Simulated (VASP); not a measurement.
A run of VASP 6.6.1:

File INCAR:

```
SYSTEM = Ga3AsN2
PREC     = Accurate       ! precision mode
ENCUT    = 520            ! plane-wave cutoff, eV
EDIFF    = 1E-7           ! SCF threshold, eV
ISMEAR   = 0              ! smearing method
SIGMA    = 0.1            ! smearing width, eV
LREAL    = .False.        ! projectors in reciprocal space
LASPH    = .True.         ! aspherical terms in the spheres
NELM     = 60             ! most SCF steps
ALGO     = Normal         ! electronic algorithm
ISIF     = 2              ! what is computed and relaxed
LWAVE    = .False.        ! write WAVECAR
LCHARG   = .False.        ! write CHGCAR
GGA      = PE             ! functional
NBANDS   = 36             ! bands
```

KPOINTS

```
Automatic mesh
0
Gamma
  6 6 6
  0 0 0
```

POSCAR

```
Ga3AsN2
1.0
   -1.7571561679      1.7571561679      7.3527029773
    1.7571561679     -1.7571561679      7.3527029773
    1.7571561679      1.7571561679     -7.3527029773
Ga As N
3 1 2
Direct
    0.0000000000      0.0000000000      0.0000000000
    0.6413007223      0.6413007223      0.0000000000
    0.3586992777      0.3586992777      0.0000000000
    0.2500000000      0.7500000000      0.5000000000
    0.5690061807      0.0690061807      0.5000000000
    0.9309938193      0.4309938193      0.5000000000
```

Potentials or basis: VASP PAW PBE potentials, release 64 (Ga_d, As, N).

Run with:

```sh
$ cat potpaw_PBE.64/Ga_d/POTCAR potpaw_PBE.64/As/POTCAR potpaw_PBE.64/N/POTCAR > POTCAR
$ mpirun -np 1 vasp_std > vasp.out
```

Hardware: 1 thread of Intel(R) Xeon(R) 6975P-C (Granite Rapids) (shared host).

Task: Estimate the wall time of this run.

Result: Run time: 6.5 min on 1 thread of Intel(R) Xeon(R) 6975P-C (Granite Rapids), with other jobs on the host, peak memory 0.5 GiB. Counts: scf iterations 19, k points 30.
